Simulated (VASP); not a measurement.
Here is a VASP 6.6.1 calculation.

The input INCAR:

```
PREC = Accurate ; ENCUT = 520
EDIFF = 1E-6 ; ISMEAR = 0
SIGMA = 0.1 ; LREAL = F
LASPH = T ; NELM = 60
ALGO = Normal ; ISIF = 2
LWAVE = F ; LCHARG = T
GGA = PE ; LELF = T
LVHAR = T ; NBANDS = 30
```

File KPOINTS:

```
regular mesh
0
Gamma
  6 6 6
```

Contents of POSCAR:

```
Zr2OF2
1.0
   -1.9077445200      1.9077445200      4.7431098000
    1.9077445200     -1.9077445200      4.7431098000
    1.9077445200      1.9077445200     -4.7431098000
Zr O F
2 1 2
Direct
    0.3825937200      0.3825937200      0.0000000000
    0.6174062800      0.6174062800      0.0000000000
    0.0000000000      0.0000000000      0.0000000000
    0.2500000000      0.7500000000      0.5000000000
    0.7500000000      0.2500000000      0.5000000000
```

Potentials or basis: VASP PAW PBE potentials, release 64 (Zr_sv, O, F).

Run with:

```bash
$ cat potpaw_PBE.64/Zr_sv/POTCAR potpaw_PBE.64/O/POTCAR potpaw_PBE.64/F/POTCAR > POTCAR
$ mpirun -np 1 vasp_std > vasp.out
```

(1) Estimate the band gap on the k mesh.

(2) What does it give for the largest force?

(3) Predict the pressure.

Results:

(1) zero (bands 22 and 23 overlap by 0.23 eV).

(2) 4.594 eV/Å.

(3) 7.1 GPa.

Caveat: the cell stands under pressure; forces of over 1 eV/Å act on the atoms, so gaps and moduli don't describe the material at rest.
